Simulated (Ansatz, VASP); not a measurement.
**Si4N in VASP and in Ansatz**

INCAR

```
  PREC = Accurate
  ENCUT = 520
  EDIFF = 1E-6
  ISMEAR = 0
  SIGMA = 0.05
  LREAL = False
  LASPH = True
  NELM = 60
  ALGO = Normal
  ISIF = 2
  LWAVE = False
  LCHARG = True
  LDIPOL = True
  IDIPOL = 3
  DIPOL = 0.5 0.5 0.375
  GGA = PE
  IVDW = 12
  LELF = True
  LVHAR = True
  LVACPOTAV = True
  NBANDS = 32
```

KPOINTS

```
Automatic mesh
0
Gamma
  9 9 1
```

Contents of POSCAR:

```
Si4N
1.0
    3.8155170209      0.0000000000      0.0000000000
   -1.9077585104      3.3043346686      0.0000000000
    0.0000000000      0.0000000000     28.9874813843
Si N
8 2
Direct
    0.6666666667      0.3333333333      0.1379906018
    0.3333333333      0.6666666667      0.1654736894
    0.3333333333      0.6666666667      0.2468813277
    0.6666666667      0.3333333333      0.2743644153
    0.6666666667      0.3333333333      0.3556303104
    0.3333333333      0.6666666667      0.3827070033
    0.3333333333      0.6666666667      0.4657581680
    0.6666666667      0.3333333333      0.4894347735
    0.8333333333      1.0000000000      0.5963774898
    0.8333333333      1.0000000000      0.6343249053
```

Input for Ansatz:

```yaml
crystal:
  lattice:
    - [3.8155170209, 0.0, 0.0]
    - [-1.9077585104, 3.3043346686, 0.0]
    - [0.0, 0.0, 28.9874813843]
  atoms:
    - { symbol: Si, position: [0.6666666667, 0.3333333333, 0.1379906018] }
    - { symbol: Si, position: [0.3333333333, 0.6666666667, 0.1654736894] }
    - { symbol: Si, position: [0.3333333333, 0.6666666667, 0.2468813277] }
    - { symbol: Si, position: [0.6666666667, 0.3333333333, 0.2743644153] }
    - { symbol: Si, position: [0.6666666667, 0.3333333333, 0.3556303104] }
    - { symbol: Si, position: [0.3333333333, 0.6666666667, 0.3827070033] }
    - { symbol: Si, position: [0.3333333333, 0.6666666667, 0.465758168] }
    - { symbol: Si, position: [0.6666666667, 0.3333333333, 0.4894347735] }
    - { symbol: "N", position: [0.8333333333, 1.0, 0.5963774898] }
    - { symbol: "N", position: [0.8333333333, 1.0, 0.6343249053] }
basis:
  ecutwfc: 420
kpoints:
  mp_grid: { grid: [9, 9, 1] }
hamiltonian:
  xc: pbe
  pseudopotentials: { kind: paw, azcp: { folder: soft_1 } }
  dispersion: d3bj
scf:
  occupations: { method: gaussian, width: 0.05 }
output:
  forces: true
  eigenvalues: true
efield:
  axis: 3
  dipole_correction: true
  ramp_width: 0.04
```

Alike in both runs: task single point; functional PBE; dispersion D3(BJ); k mesh 9 × 9 × 1; occupations gaussian, width 0.05 eV; no spin polarisation.

|  | VASP | Ansatz |
| --- | --- | --- |
| version | VASP 6.6.1 | Ansatz 0.2.0 |
| potentials or method | VASP PAW PBE potentials, release 64 (Si, N), cutoff 520 eV | scalar-relativistic, plane waves, PAW |
| valence electrons in the cell | 42 | 42 |

```tsv
	VASP	Ansatz	Ansatz less VASP
gap on the k mesh at the Fermi level (eV)	none	none	-
rms of the force components (eV/Å)	0.608	0.197	-0.4109
work function, face that differs most (eV)	4.87	4.87	-0.007
```

Atom by atom the forces differ by 0.465 eV/Å (rms over components). A gap of «none» marks a metal or a gap that the smearing closes. One of these differences is far larger than is usual between the two programs; its cause wasn't traced.

Noted on VASP's run: the standard files for N, O and F lose accuracy on very short bonds.
